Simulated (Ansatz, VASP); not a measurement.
# InTe2: VASP beside Ansatz

```xyz
6
Lattice="6.1708 0.0000 0.0000 0.0000 7.5511 0.0000 0.0000 0.0000 4.7064" Properties=species:S:1:pos:R:3 pbc="T T T"
In    0.0000    0.0000    0.0000
In    3.0854    3.7756    2.3532
Te    1.1135    2.9413    0.0000
Te    5.0573    4.6099    0.0000
Te    4.1989    0.8343    2.3532
Te    1.9719    6.7169    2.3532
```

Alike in both runs: functional PBE; k mesh 6 × 6 × 8; occupations gaussian, width 0.1 eV; no spin polarisation.

Ansatz relaxed the structure, and its values are those at the end. VASP's run is a single point on that final structure, the one shown.

|  | VASP | Ansatz |
| --- | --- | --- |
| version | VASP 6.6.1 | Ansatz 0.2.0 |
| potentials or method | VASP PAW PBE potentials, release 64 (In_d, Te), cutoff 520 eV | scalar-relativistic, plane waves, PAW |
| valence electrons in the cell | 50 | 90 |

VASP gave:

* gap on the k mesh at the Fermi level (eV): none
* pressure (GPa): 0.0
* rms of the force components (eV/Å): 0.003

Which values does Ansatz return?

gap on the k mesh at the Fermi level (eV): none; pressure (GPa): 0.0; rms of the force components (eV/Å): 0.002.

A gap of «none» marks a metal or a gap that the smearing closes. VASP's potentials hold 50 valence electrons a cell and Ansatz's 90, so a difference there can come from the potentials and not from the codes.

Spin-orbit coupling is off throughout.
